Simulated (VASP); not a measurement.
Input of a VASP 6.6.1 run:

Contents of INCAR:

```
PREC = Accurate ; ENCUT = 520
EDIFF = 1E-6 ; ISMEAR = 0
SIGMA = 0.1 ; LREAL = F
LASPH = T ; NELM = 100
ALGO = Normal ; ISIF = 2
LWAVE = F ; LCHARG = F
GGA = PE ; NBANDS = 14
```

File KPOINTS:

```
regular mesh
0
Gamma
  8 6 4
```

Contents of POSCAR:

```
SiBF
1.0
    2.4355821600      0.0000000000      0.0000000000
    0.0000000000      3.3593380000      0.0000000000
    0.0000000000      0.0000000000      4.7585269100
Si B F
1 1 1
Direct
    0.0000000000      0.5000000000      0.0000000000
    0.5000000000      0.0000000000      0.0000000000
    0.0000000000      0.0000000000      0.0000000000
```

Potentials or basis: VASP PAW PBE potentials, release 64 (Si, B, F).

Command:

```console
$ cat potpaw_PBE.64/Si/POTCAR potpaw_PBE.64/B/POTCAR potpaw_PBE.64/F/POTCAR > POTCAR
$ mpirun -np 1 vasp_std > vasp.out
```

Question: Estimate the band gap on the k mesh.

Answer: Zero (bands 7 and 8 overlap by 4.14 eV).

Question: What does it give for the pressure?

Answer: 104.7 GPa.

Stress tensor (GPa, compression positive):
```
163.03   0.00   0.00
  0.00 151.93   0.00
  0.00   0.00  -0.89
```

Caveat: the cell stands under pressure.
